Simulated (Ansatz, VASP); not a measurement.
**One calculation of SiO2, two programs**

The input INCAR:

```
ALGO = Normal ; EDIFF = 1E-7
ENCUT = 520 ; GGA = CA
ISIF = 2 ; ISMEAR = 0
LASPH = T ; LCHARG = F
LREAL = F ; LWAVE = F
NBANDS = 25 ; NELM = 100
PREC = Accurate ; SIGMA = 0.05
```

Contents of KPOINTS:

```
k-points
0
Gamma
  6 6 10
```

POSCAR

```
SiO2
1.0
    4.2113483028      0.0000000000      0.0000000000
    0.0000000000      4.2113483028      0.0000000000
    0.0000000000      0.0000000000      2.5078579143
Si O
2 4
Direct
    0.5000000000      0.5000000000      0.5000000000
    0.0000000000      0.0000000000      0.0000000000
    0.6944252994      0.6944252994      0.0000000000
    0.1944252994      0.8055747006      0.5000000000
    0.3055747006      0.3055747006      0.0000000000
    0.8055747006      0.1944252994      0.5000000000
```

Input for Ansatz:

```yaml
crystal:
  lattice:
    - [4.2113483028, 0.0, 0.0]
    - [0.0, 4.2113483028, 0.0]
    - [0.0, 0.0, 2.5078579143]
  atoms:
    - { symbol: Si, position: [0.5, 0.5, 0.5] }
    - { symbol: Si, position: [0.0, 0.0, 0.0] }
    - { symbol: O, position: [0.6944252994, 0.6944252994, 0.0] }
    - { symbol: O, position: [0.1944252994, 0.8055747006, 0.5] }
    - { symbol: O, position: [0.3055747006, 0.3055747006, 0.0] }
    - { symbol: O, position: [0.8055747006, 0.1944252994, 0.5] }
basis:
  ecutwfc: 520.0
kpoints:
  mp_grid: { grid: [6, 6, 10] }
hamiltonian:
  xc: lda
  pseudopotentials: { kind: paw, azcp: { folder: soft_1 } }
scf:
  occupations: { method: gaussian, width: 0.05 }
output:
  forces: true
  stress: true
  eigenvalues: true
```

Alike in both runs: task single point; functional LDA; k mesh 6 × 6 × 10; occupations gaussian, width 0.05 eV; no spin polarisation.

|  | VASP | Ansatz |
| --- | --- | --- |
| version | VASP 6.6.1 | Ansatz 0.2.0 |
| potentials or method | VASP PAW LDA potentials, release 64 (Si, O), cutoff 520 eV | scalar-relativistic, plane waves, PAW |
| valence electrons in the cell | 32 | 32 |

```tsv
	VASP	Ansatz	Ansatz less VASP
gap on the k mesh at the Fermi level (eV)	6.58	6.58	+0.005
least direct gap on the mesh (eV)	6.58	6.58	+0.005
pressure (GPa)	17.8	16.5	-1.31
traceless stress, the component that is largest in VASP (GPa)	30.17	29.14	-1.034
rms of the force components (eV/Å)	0.020	0.053	+0.0334
```

Ansatz warns that its potentials were made for another functional, while VASP's fit it. LDA's correlation is that of Perdew and Zunger in VASP and of Perdew and Wang (1992) in Ansatz. Atom by atom the forces differ by 0.033 eV/Å (rms over components).
